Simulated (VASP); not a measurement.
Input of a VASP 6.6.1 run:

File INCAR:

```
PREC = Accurate
ENCUT = 520
EDIFF = 1E-7
ISMEAR = 0
SIGMA = 0.1
LREAL = F
LASPH = T
NELM = 80
ALGO = Fast
ISIF = 2
LWAVE = F
LCHARG = F
GGA = PS
NBANDS = 18
```

File KPOINTS:

```
Automatic mesh
0
Gamma
  16 16 16
```

The input POSCAR:

```
Ta
1.0
    3.1492628034      0.0000000000      0.0000000000
    0.0000000000      3.1492628034      0.0000000000
    0.0000000000      0.0000000000      3.3592136569
Ta
2
Direct
    0.0000000000      0.0000000000      0.0000000000
    0.5000000000      0.5000000000      0.5000000000
```

Potentials or basis: VASP PAW PBE potentials, release 64 (Ta_pv).

Command:

```console
$ cat potpaw_PBE.64/Ta_pv/POTCAR > POTCAR
$ mpirun -np 1 vasp_std > vasp.out
```

(1) What does it give for the pressure?

(2) Predict the band gap on the k mesh.

## Answers

(1) 14.3 GPa.

(2) zero (band 11 reaches 8.33 eV, above the bottom of band 12 at 4.83 eV).

Caveat: the cell differs from its parent crystal (biaxial strain in the a-b plane: -4.0 %); the PAW data sets were made with another functional, which shifts forces and pressure a little; spin-orbit coupling is left out, which moves the levels of the heavy elements.
